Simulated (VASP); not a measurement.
Input of a VASP 6.6.1 run:

The input INCAR:

```
PREC = Accurate
ENCUT = 520
EDIFF = 1E-7
ISMEAR = -1
SIGMA = 0.1379
LREAL = False
LASPH = True
NELM = 100
ALGO = Normal
ISIF = 2
LWAVE = False
LCHARG = False
GGA = PE
ISYM = 0
NBANDS = 41
```

File KPOINTS:

```
Automatic mesh
0
Gamma
  1 1 1
  0.25 0.25 0.25
```

POSCAR

```
SiC6
1.0
    5.2607330000     -0.0401340000      0.1481530000
   -0.0401340000      5.1317960000      0.1176100000
    0.1481530000      0.1176100000      5.3357620000
Si C
2 12
Direct
    0.4856152844      0.9274346758      0.7585760097
    1.0045362997      0.5509947640      0.1297196988
    0.7188804088      0.7947171441      0.4896376614
    0.5196894389      0.6900813502      0.0677026042
    0.2669659668      0.0802135329      0.2187307600
    0.2628976376      0.7915967494      0.1607099853
    0.5662872110      0.4388549784      1.0050433503
    0.9731600629      0.7243471301      0.6313587359
   -0.0296599630      0.4314117600      0.7815192798
    0.7054338646      0.7278196914      0.2494320367
    0.1046994388      0.9388067305      0.7091606418
    0.0686066205      0.2359711209      0.6191123517
    0.1303374288      0.2585664870      0.3380282168
    0.4720269006      0.2068117746      1.0136594672
```

Potentials or basis: VASP PAW PBE potentials, release 64 (Si, C).

The run is started by

```bash
$ cat potpaw_PBE.64/Si/POTCAR potpaw_PBE.64/C/POTCAR > POTCAR
$ mpirun -np 1 vasp_std > vasp.out
```

(1) Predict the band gap on the k mesh.

(2) What does it give for the pressure?

(3) Predict the largest force.

## Answers

(1) 1.41 eV.

(2) -8.8 GPa.

(3) 6.071 eV/Å.

Caveat: the k points lie up to 1.23 Å⁻¹ apart.
